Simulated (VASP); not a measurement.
Input of a VASP 6.6.1 run:

File INCAR:

```
  PREC = Accurate
  ENCUT = 520
  EDIFF = 1E-6
  ISMEAR = 0
  SIGMA = 0.1
  LREAL = False
  LASPH = True
  NELM = 100
  ALGO = Normal
  ISIF = 2
  LWAVE = False
  LCHARG = False
  GGA = PE
  NBANDS = 29
```

File KPOINTS:

```
Automatic mesh
0
Gamma
  6 6 8
```

File POSCAR:

```
K3ScSi
1.0
    7.3637354038      0.0000000000      0.0000000000
   -3.6818677019      6.3771819264      0.0000000000
    0.0000000000      0.0000000000      5.1807490520
K Sc Si
3 1 1
Direct
    0.5000000000      0.0000000000      0.0000000000
    0.0000000000      0.5000000000      0.0000000000
    0.5000000000      0.5000000000      0.0000000000
    0.0000000000      0.0000000000      0.5000000000
    0.0000000000      0.0000000000      0.0000000000
```

Potentials or basis: VASP PAW PBE potentials, release 64 (K_sv, Sc_sv, Si).

Command:

```console
$ cat potpaw_PBE.64/K_sv/POTCAR potpaw_PBE.64/Sc_sv/POTCAR potpaw_PBE.64/Si/POTCAR > POTCAR
$ mpirun -np 1 vasp_std > vasp.out
```

Question: What does it give for the pressure?

Answer: 0.0 GPa.

Question: Predict the band gap on the k mesh.

Answer: Zero (band 21 reaches 0.95 eV, above the bottom of band 22 at 0.82 eV).
